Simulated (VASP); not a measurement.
Wanted: the native input for a VASP 6.6.1 run.

```yaml
Task: single point
Functional: PBE
Potentials_or_basis: VASP PAW PBE potentials, release 64 (Li_sv, Nb_sv, O)
Cutoff: 520 eV
k_mesh: 6 × 6 × 6
Occupations: gaussian, width 0.05 eV
Spin: no spin polarisation
Dipole_correction: no
Further_INCAR_settings: ALGO = Normal; EDIFF = 1e-07; NBANDS = 45
```

The structure of LiNbO3 lies in POSCAR:

```
LiNbO3
1.0
    2.4896500000      1.4374000978      4.6751000000
   -2.4896500000      1.4374000978      4.6751000000
    0.0000000000     -2.8748001953      4.6751000000
Li Nb O
2 2 6
Direct
    0.2500000000      0.2500000000      0.2500000000
    0.7500000000      0.7500000000      0.7500000000
    0.0000000000      0.0000000000      0.0000000000
    0.5000000000      0.5000000000      0.5000000000
    0.1303353734      0.3696646266      0.7500000000
    0.7500000000      0.1303353734      0.3696646266
    0.3696646266      0.7500000000      0.1303353734
    0.8696646266      0.6303353734      0.2500000000
    0.2500000000      0.8696646266      0.6303353734
    0.6303353734      0.2500000000      0.8696646266
```

These files were run (other wordings do the same):

INCAR

```
PREC = Accurate
ENCUT = 520
EDIFF = 1E-7
ISMEAR = 0
SIGMA = 0.05
LREAL = F
LASPH = T
NELM = 60
ALGO = Normal
ISIF = 2
LWAVE = F
LCHARG = F
GGA = PE
NBANDS = 45
```

KPOINTS

```
Automatic mesh
0
Gamma
  6 6 6
```

Potentials or basis: VASP PAW PBE potentials, release 64 (Li_sv, Nb_sv, O).

Run with:

```console
$ cat potpaw_PBE.64/Li_sv/POTCAR potpaw_PBE.64/Nb_sv/POTCAR potpaw_PBE.64/O/POTCAR > POTCAR
$ mpirun -np 1 vasp_std > vasp.out
```

It gave:

The largest force is 0.681 eV/Å. The band gap on the k mesh is 2.64 eV (least direct gap 2.81 eV).

It took 100 s on 1 thread of Intel(R) Xeon(R) 6975P-C (Granite Rapids) (shared host), peak memory 0.31 GiB.
